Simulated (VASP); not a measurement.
The system is Cl.

```
Cl
1.0
     3.29222   -2.03432    0.00000
     3.29222    2.03432    0.00000
     0.00000    0.00000    8.09877
Cl
4
Direct
  0.87565 0.12435 0.10880
  0.62435 0.37565 0.60880
  0.12435 0.87565 0.89120
  0.37565 0.62435 0.39120
```

Base run:

| Quantity | Value |
| --- | --- |
| Program | VASP 6.6.1 |
| Functional | r2SCAN |
| Potentials or basis | VASP PAW PBE potentials, release 64 (Cl) |
| Cutoff | 520 eV |
| k mesh | 8 × 8 × 4 |
| Occupations | gaussian, width 0.02 eV |
| Spin | no spin polarisation |

Its results: band gap on the k mesh 2.58 eV; pressure -0.6 GPa; largest force 0.449 eV/Å.

The run is repeated on the same cell with these changes: functional from r2SCAN to LDA; potentials or basis from VASP PAW PBE potentials, release 64 (Cl) to VASP PAW LDA potentials, release 64 (Cl). What comes out?

Band gap on the k mesh 2.07 eV; pressure -2.6 GPa; largest force 0.227 eV/Å.

Caveats: the PAW data sets were made with another functional, which shifts forces and pressure a little (at least some runs).

A k mesh can miss the band edges.
